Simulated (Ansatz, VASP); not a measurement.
**Two plane-wave programs on Al2H**

```xyz
6
Lattice="-2.7377 2.7377 2.4058 2.7377 -2.7377 2.4058 2.7377 2.7377 -2.4058" Properties=species:S:1:pos:R:3 pbc="T T T"
Al    0.9294    3.6671    0.0000
Al    1.8083    0.9294    0.0000
Al    1.8083   -0.9294    2.4058
Al    0.9294    1.8083    2.4058
H     0.0000    0.0000    1.2029
H     0.0000    0.0000    3.6088
```

Change from the starting cell: species swapped into the BW2 type (I4/mcm, No. 140).

Alike in both runs: functional PBE; k mesh 10 × 10 × 10; occupations gaussian, width 0.1 eV; no spin polarisation.

Ansatz relaxed the structure, and its values are those at the end. VASP's run is a single point on that final structure, the one shown.

|  | VASP | Ansatz |
| --- | --- | --- |
| version | VASP 6.6.1 | Ansatz 0.2.0 |
| potentials or method | VASP PAW PBE potentials, release 64 (Al, H), cutoff 520 eV | scalar-relativistic, plane waves, PAW |
| valence electrons in the cell | 14 | 14 |

VASP gave:

* gap on the k mesh at the Fermi level (eV): none
* pressure (GPa): -0.1

Question: Which values does Ansatz return?

Answer: gap on the k mesh at the Fermi level (eV): none; pressure (GPa): 0.0.

A gap of «none» marks a metal or a gap that the smearing closes.
